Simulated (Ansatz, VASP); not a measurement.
# One calculation of LuScN2, two programs

Contents of INCAR:

```
SYSTEM = LuScN2
ALGO = Normal
EDIFF = 1E-6
ENCUT = 520
GGA = PE
ISIF = 2
ISMEAR = -1
LASPH = .TRUE.
LCHARG = .FALSE.
LREAL = .FALSE.
LWAVE = .FALSE.
NBANDS = 31
NELM = 80
PREC = Accurate
SIGMA = 0.02
```

KPOINTS

```
k-points
0
G
  6 6 4
  0 0 0
```

The input POSCAR:

```
LuScN2
1.0
    3.2862354690      0.0000000000      0.0000000000
    0.0000000000      3.2862354690      0.0000000000
    0.0000000000      0.0000000000      4.6357747196
Sc N Lu
1 2 1
Direct
    0.0000000000      0.0000000000      0.0000000000
    0.0000000000      0.0000000000      0.5000000000
    0.5000000000      0.5000000000      0.0000000000
    0.5000000000      0.5000000000      0.5000000000
```

Input for Ansatz:

```yaml
crystal:
  lattice:
    - [3.286235469, 0.0, 0.0]
    - [0.0, 3.286235469, 0.0]
    - [0.0, 0.0, 4.6357747196]
  atoms:
    - { symbol: Sc, position: [0.0, 0.0, 0.0] }
    - { symbol: "N", position: [0.0, 0.0, 0.5] }
    - { symbol: Lu, position: [0.5, 0.5, 0.5] }
    - { symbol: "N", position: [0.5, 0.5, 0.0] }
kpoints:
  mp_grid: { grid: [6, 6, 4] }
hamiltonian:
  xc: pbe
scf:
  occupations: { method: fermi_dirac, width: 0.02 }
  n_extra_bands: 5
output:
  forces: true
  stress: true
  eigenvalues: true
```

Alike in both runs: task single point; functional PBE; k mesh 6 × 6 × 4; occupations fermi-dirac, width 0.02 eV; no spin polarisation.

|  | VASP | Ansatz |
| --- | --- | --- |
| version | VASP 6.6.1 | Ansatz 0.2.0 |
| potentials or method | VASP PAW PBE potentials, release 64 (Sc_sv, N, Lu) | plane waves, PAW |
| plane-wave cutoff (eV) | 520 | 420 |
| valence electrons in the cell | 46 | 46 |

|  | VASP | Ansatz | Ansatz less VASP |
| --- | --- | --- | --- |
| pressure (GPa) | 0.9 | -0.1 | -0.96 |

With one functional, cell and mesh, what is left measures potentials, basis and numerics.

Neither program's run includes spin-orbit coupling.
